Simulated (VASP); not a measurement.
# Y (Fm-3m) in VASP: single point with r2SCAN

Aim: the single point of Y with r2SCAN.

All numbers are computed with VASP 6.6.1; they aren't measurements. Logs are shortened: lines on timing, memory, paths and dates and some standing lists are left out, and cuts for length are marked.

### Step 1. The cell of the first run

The structure is cubic, space group Fm-3m (No. 225). Conventional cell: a = 4.572 Å, b = 4.572 Å, c = 4.572 Å, α = 90.00°, β = 90.00°, γ = 90.00°. Within 4.3 Å of Y (site symmetry m-3m) lie 12 Y at 3.23 Å.

This isn't the form of Y at room conditions, which is hcp.

### Step 2. Single point, r2SCAN (strain -0.080 along x and y, -0.080 along z)

File POSCAR:

```
Y
1.0
    0.0000000000      2.2862000000      2.2862000000
    2.2862000000      0.0000000000      2.2862000000
    2.2862000000      2.2862000000      0.0000000000
Y
1
Direct
    0.0000000000      0.0000000000      0.0000000000
```

File INCAR.step1:

```
PREC     = Accurate       # precision mode
ENCUT    = 520            # plane-wave cutoff, eV
ISMEAR   = 0              # smearing method
SIGMA    = 0.15           # smearing width, eV
LREAL    = False          # projectors in reciprocal space
LASPH    = True           # aspherical terms in the spheres
NELM     = 100            # most SCF steps
NBANDS   = 12             # bands
GGA      = PE             # functional
ALGO     = Normal         # electronic algorithm
EDIFF    = 1E-4           # SCF threshold, eV
LWAVE    = True           # write WAVECAR
LCHARG   = False          # write CHGCAR
```

File INCAR.step2:

```
PREC     = Accurate       # precision mode
ENCUT    = 520            # plane-wave cutoff, eV
EDIFF    = 1E-7           # SCF threshold, eV
ISMEAR   = 0              # smearing method
SIGMA    = 0.15           # smearing width, eV
LREAL    = False          # projectors in reciprocal space
LASPH    = True           # aspherical terms in the spheres
NELM     = 100            # most SCF steps
ALGO     = Normal         # electronic algorithm
ISIF     = 2              # what is computed and relaxed
LWAVE    = False          # write WAVECAR
LCHARG   = True           # write CHGCAR
METAGGA  = R2SCAN         # meta-GGA
LMIXTAU  = True         
LELF     = True           # ELF
LVHAR    = True         
NBANDS   = 12             # bands
ISTART   = 1
```

File KPOINTS:

```
regular mesh
0
Gamma
  16 16 16
```

Potentials or basis: VASP PAW PBE potentials, release 64 (Y_sv).

On the command line:

```bash
$ cat potpaw_PBE.64/Y_sv/POTCAR > POTCAR
$ cp INCAR.step1 INCAR
$ mpirun -np 1 vasp_std > vasp.out
$ cp INCAR.step2 INCAR
$ mpirun -np 1 vasp_std > vasp.out
```

OUTCAR:

```text
PREC = Accurate
   ENCUT = 520
   EDIFF = 1E-7
   ISMEAR = 0
   LREAL = False
   LASPH = True
   NELM = 100
   ISIF = 2
   METAGGA = R2SCAN
   ISTART = 1

 ion  position               nearest neighbor table
   1  0.000  0.000  0.000-

  LATTYP: Found a face centered cubic cell.
 ALAT       =     4.5724000000

  Lattice vectors:

 A1 = (   0.0000000000,   2.2862000000,   2.2862000000)
 A2 = (   2.2862000000,   0.0000000000,   2.2862000000)
 A3 = (   2.2862000000,   2.2862000000,   0.0000000000)

Analysis of symmetry for initial positions (statically):
=====================================================================
 Subroutine PRICEL returns:
 Original cell was already a primitive cell.

 Routine SETGRP: Setting up the symmetry group for a
 face centered cubic supercell.

 Subroutine GETGRP returns: Found 48 space group operations
 (whereof 48 operations were pure point group operations)
 out of a pool of 48 trial point group operations.

The static configuration has the point symmetry O_h .

Analysis of symmetry for dynamics (positions and initial velocities):
=====================================================================
 Subroutine PRICEL returns:
 Original cell was already a primitive cell.

 Routine SETGRP: Setting up the symmetry group for a
 face centered cubic supercell.

 Subroutine GETGRP returns: Found 48 space group operations
 (whereof 48 operations were pure point group operations)
 out of a pool of 48 trial point group operations.

The dynamic configuration has the point symmetry O_h .

 Subroutine INISYM returns: Found 48 space group operations
 (whereof 48 operations are pure point group operations),
 and found     1 'primitive' translations

----------------------------------------------------------------------------------------

                                     Primitive cell

  volume of cell :      23.8986

  direct lattice vectors                    reciprocal lattice vectors
     0.000000000  2.286200000  2.286200000    -0.218703526  0.218703526  0.218703526
     2.286200000  0.000000000  2.286200000     0.218703526 -0.218703526  0.218703526
     2.286200000  2.286200000  0.000000000     0.218703526  0.218703526 -0.218703526

  length of vectors
     3.233175046  3.233175046  3.233175046     0.378805618  0.378805618  0.378805618

  position of ions in fractional coordinates (direct lattice)
     0.000000000  0.000000000  0.000000000

  ion indices of the primitive-cell ions
   primitive index   ion index
                 1           1

----------------------------------------------------------------------------------------

 KPOINTS: regular mesh

Automatic generation of k-mesh.
 Grid dimensions read from file:
 generate k-points for:   16   16   16

 Generating k-lattice:

  Cartesian coordinates                     Fractional coordinates (reciprocal lattice)
    -0.013668970  0.013668970  0.013668970     0.062500000  0.000000000  0.000000000
     0.013668970 -0.013668970  0.013668970     0.000000000  0.062500000  0.000000000
     0.013668970  0.013668970 -0.013668970     0.000000000  0.000000000  0.062500000

  Length of vectors
     0.023675351  0.023675351  0.023675351

  Shift w.r.t. Gamma in fractional coordinates (k-lattice)
     0.000000000  0.000000000  0.000000000

 Subroutine IBZKPT returns following result:
 ===========================================

 Found    145 irreducible k-points:

 Following reciprocal coordinates:
            Coordinates               Weight
  0.000000  0.000000  0.000000      1.000000
  0.062500  0.000000  0.000000      8.000000
  0.125000  0.000000  0.000000      8.000000
  0.187500  0.000000  0.000000      8.000000
  0.250000  0.000000  0.000000      8.000000
  0.312500  0.000000  0.000000      8.000000
[... 16 lines left out ...]
 -0.125000  0.062500  0.000000     24.000000
 -0.062500  0.062500  0.000000     12.000000
 [... further k-points ...]
   k-points           NKPTS =    145   k-points in BZ     NKDIM =    145   number of bands    NBANDS=     12
   number of dos      NEDOS =    301   number of ions     NIONS =      1
   total plane-waves  NPLWV =  13824
   dimension x,y,z NGX =    24 NGY =   24 NGZ =   24
   dimension x,y,z NGXF=    48 NGYF=   48 NGZF=   48
   ions per type =               1
   NGX,Y,Z   is equivalent  to a cutoff of  12.34, 12.34, 12.34 a.u.
   NGXF,Y,Z  is equivalent  to a cutoff of  24.68, 24.68, 24.68 a.u.
 SYSTEM =  unknown system
   PREC   = accura    normal or accurate (medium, high low for compatibility)
   ISTART =      1    job   : 0-new  1-cont  2-samecut
   ICHARG =      0    charge: 1-file 2-atom 10-const
   ISPIN  =      1    spin polarized calculation?
   LNONCOLLINEAR =      F non collinear calculations
   LSORBIT =      F    spin-orbit coupling
   LASPH  =      T    aspherical Exc in radial PAW
   ENCUT  =  520.0 eV  38.22 Ry    6.18 a.u.   6.01  6.01  6.01*2*pi/ulx,y,z
   NELM   =    100;   NELMIN=  2; NELMDL=  0     # of ELM steps
   EDIFF  = 0.1E-06   stopping-criterion for ELM
   LREAL  =      F    real-space projection
   EDIFFG = 0.1E-05   stopping-criterion for IOM
   NSW    =      0    number of steps for IOM
   IBRION =     -1    ionic relax: 0-MD 1-quasi-New 2-CG
   NFREE  =      0    steps in history (QN), initial steepest desc. (CG)
   ISIF   =      2    stress and relaxation
   ISYM   =      2    0-nonsym 1-usesym 2-fastsym
   POTIM  = 0.5000    time-step for ionic-motion
   TEBEG  =    0.0;   TEEND  =   0.0 temperature during run
   PSTRESS=    0.0 pullay stress
   NELECT =      11.0000    total number of electrons
   NUPDOWN=      -1.0000    fix difference up-down
   EMIN   =  10.00;   EMAX   =-10.00  energy-range for DOS
   EFERMI =   0.00;   METHOD = LEGACY
   ISMEAR =     0;   SIGMA  =   0.15  broadening in eV -4-tet -1-fermi 0-gaus
   EFERMI_NEDOS =   21; number of points for ismear=-14 and -15
   IALGO  =     38    algorithm
   IMIX   =      4    mixing-type and parameters
     AMIX     =   0.40;   BMIX     =  1.00
     AMIX_MAG =   1.60;   BMIX_MAG =  1.00
  volume/ion in A,a.u.               =      23.90       161.28
  Fermi-wavevector in a.u.,A,eV,Ry     =   1.264003  2.388620 21.738084  1.597704
  Thomas-Fermi vector in A             =   2.397331
   LORBIT       =      0    0 simple, 1 ext, 2 COOP (PROOUT), +10 PAW based schemes
   METAGGA = R2SCAN    functional components
   LHFCALC =     F    Hartree Fock is set to
   AEXX    =    0.0000 exact exchange contribution
   IVDW    =     0    specifies the selected vdW correction
   LEPSILON=     F    determine dielectric tensor
   LRPA    =     F    only Hartree local field effects (RPA)
 non-spin polarized calculation
 Gauss-broadening in eV      SIGMA  =   0.15
  energy-cutoff  :      520.00
  volume of cell :       23.90
 maximum number of plane-waves:       660
   NGX = 13   NGY = 13   NGZ = 13

 number of electron      11.0000001 magnetization

 Free energy of the ion-electron system (eV)
  ---------------------------------------------------
  ext. energy  EPLUGINS =         0.00000000
  ---------------------------------------------------
  free energy    TOTEN  =       -19.75347519 eV

  energy without entropy =      -19.74068947  energy(sigma->0) =      -19.74708233

 E-fermi :   4.7873     XC(G=0): -11.5153

 val. band max:        4.7569019097   @ k =   0.3750   0.1875   0.0000
 cond. band min:       4.7919119351   @ k =  -0.3125   0.3750   0.1875
 fundamental gap:      0.0350100254
 Fermi energy:         4.7873148753

 k-point     1 :       0.0000    0.0000    0.0000
  band No.  band energies     occupation
      1     -38.7626      2.00000
      2     -17.3772      2.00000
      3     -17.3772      2.00000
      4     -17.3772      2.00000
      5      -0.3787      2.00000
      6       7.1536      0.00000
      7       7.1536      0.00000
      8       7.1536      0.00000
      9      10.1809      0.00000
     10      10.1809      0.00000
     11      14.9468      0.00000
     12      19.6089      0.00000

 k-point     2 :       0.0625    0.0000    0.0000
  band No.  band energies     occupation
      1     -38.7532      2.00000
      2     -17.4431      2.00000
      3     -17.3845      2.00000
      4     -17.3845      2.00000
      5      -0.2323      2.00000
      6       6.9730      0.00000
      7       7.2214      0.00000
      8       7.2214      0.00000
      9      10.0829      0.00000
     10      10.0829      0.00000
     11      15.3000      0.00000
     12      19.0162      0.00000

 k-point     3 :       0.1250    0.0000    0.0000
  band No.  band energies     occupation
      1     -38.7263      2.00000
      2     -17.6271      2.00000
      3     -17.4051      2.00000
      4     -17.4051      2.00000
      5       0.1823      2.00000
      6       6.5411      0.00000
      7       7.3889      0.00000
      8       7.3889      0.00000
      9       9.8747      0.00000
     10       9.8747      0.00000
     11      16.1487      0.00000
     12      18.0608      0.00000
[... 286 lines left out ...]
 k-point    23 :      -0.1250    0.0625    0.0000
  band No.  band energies     occupation
      1     -38.7066      2.00000
      2     -17.7346      2.00000
      3     -17.4630      2.00000
      4     -17.4018      2.00000
      5       0.4867      2.00000
      6       6.2593      0.00000
      7       7.4740      0.00000
      8       7.5263      0.00000
      9       9.3994      0.00000
     10      10.1364      0.00000
     11      16.7048      0.00000
     12      17.9087      0.00000

 k-point    24 :      -0.0625    0.0625    0.0000
  band No.  band energies     occupation
      1     -38.7380      2.00000
      2     -17.5349      2.00000
      3     -17.4199      2.00000
      4     -17.3858      2.00000
      5       0.0038      2.00000
      6       6.6986      0.00000
      7       7.3217      0.00000
      8       7.3438      0.00000
      9       9.7529      0.00000
     10      10.1364      0.00000
     11      15.8388      0.00000
     12      18.5551      0.00000

 [... further k-points ...]

------------------------ aborting loop because EDIFF is reached ----------------------------------------

  FORCE on cell =-STRESS in cart. coord.  units (eV):
  Direction    XX          YY          ZZ          XY          YZ          ZX
  --------------------------------------------------------------------------------------
  -------------------------------------------------------------------------------------
  Total        3.0489264      3.0489264      3.0489264      0.0000000     -0.0000000      0.0000000
  in kB      204.4018706    204.4018706    204.4018706      0.0000000     -0.0000000      0.0000000
  external PRESSURE =     204.4018706 kB  Pullay stress =       0.0000000 kB

 VOLUME and BASIS-vectors are now :
 -----------------------------------------------------------------------------
  energy-cutoff  :      520.00
  volume of cell :       23.90
      direct lattice vectors                 reciprocal lattice vectors
     0.000000000  2.286200000  2.286200000    -0.218703526  0.218703526  0.218703526
     2.286200000  0.000000000  2.286200000     0.218703526 -0.218703526  0.218703526
     2.286200000  2.286200000  0.000000000     0.218703526  0.218703526 -0.218703526

 POSITION                                       TOTAL-FORCE (eV/Angst)
 -----------------------------------------------------------------------------------
      0.00000      0.00000      0.00000        -0.000000      0.000000      0.000000
 -----------------------------------------------------------------------------------
    total drift:                               -0.000000     -0.000000     -0.000000

  FREE ENERGIE OF THE ION-ELECTRON SYSTEM (eV)
  ---------------------------------------------------
  free  energy   TOTEN  =       -19.7534751916 eV

  energy  without entropy=      -19.7406894739  energy(sigma->0) =      -19.74708233
```

It took 3 min on 1 thread of Oxide Virtual Turin-like, shared host; peak memory 0.16 GiB.

What came out:

```
Free energy            : -19.7535 eV
Pressure               : 20.4 GPa
Band gap on the k mesh : zero (an odd number of electrons rules out a gap without spin polarisation)
```

Levels at points of the mesh, in eV from the Fermi level:
| k point | band 2 | band 3 | band 4 | band 5 | band 6 | band 7 | band 8 | band 9 |
| --- | --- | --- | --- | --- | --- | --- | --- | --- |
| (0.00, 0.00, 0.00) | -22.16 | -22.16 | -22.16 | -5.17 | 2.37 | 2.37 | 2.37 | 5.39 |
| (0.50, 0.00, 0.00) | -23.72 | -22.35 | -22.35 | -2.38 | 1.87 | 2.05 | 2.05 | 7.53 |
| (0.50, 0.50, 0.00) | -23.60 | -22.69 | -22.69 | -2.69 | -1.59 | 4.05 | 7.59 | 8.16 |

Caveat: the cell differs from its parent crystal (strain -0.080 along x and y, -0.080 along z); the cell stands under pressure; the PAW data sets were made with another functional, which shifts forces and pressure a little.

The gap in the log of VASP goes by the Fermi energy; the results here count the filled bands.